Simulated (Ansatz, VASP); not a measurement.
## One calculation of Ge, two programs

```
CELL_PARAMETERS angstrom
-1.92735 1.92735 5.37284
1.92735 -1.92735 5.37284
1.92735 1.92735 -5.37284
ATOMIC_POSITIONS crystal
Ge 0.37500 0.87500 0.00000
Ge 0.62500 0.12500 0.00000
Ge 0.12500 0.62500 0.00000
Ge 0.87500 0.37500 0.00000
```

Alike in both runs: functional PBE; k mesh 6 × 6 × 6; occupations gaussian, width 0.1 eV; no spin polarisation.

Ansatz relaxed the structure, and its values are those at the end. VASP's run is a single point on that final structure, the one shown.

|  | VASP | Ansatz |
| --- | --- | --- |
| version | VASP 6.6.1 | Ansatz 0.2.0 |
| potentials or method | VASP PAW PBE potentials, release 64 (Ge_d), cutoff 520 eV | scalar-relativistic, plane waves, PAW |
| valence electrons in the cell | 56 | 56 |

```tsv
	VASP	Ansatz	Ansatz less VASP
gap on the k mesh at the Fermi level (eV)	none	none	-
pressure (GPa)	0.0	0.0	+0.04
```

A gap of «none» marks a metal or a gap that the smearing closes.

The k mesh is coarse, so the values compare programs but aren't converged.
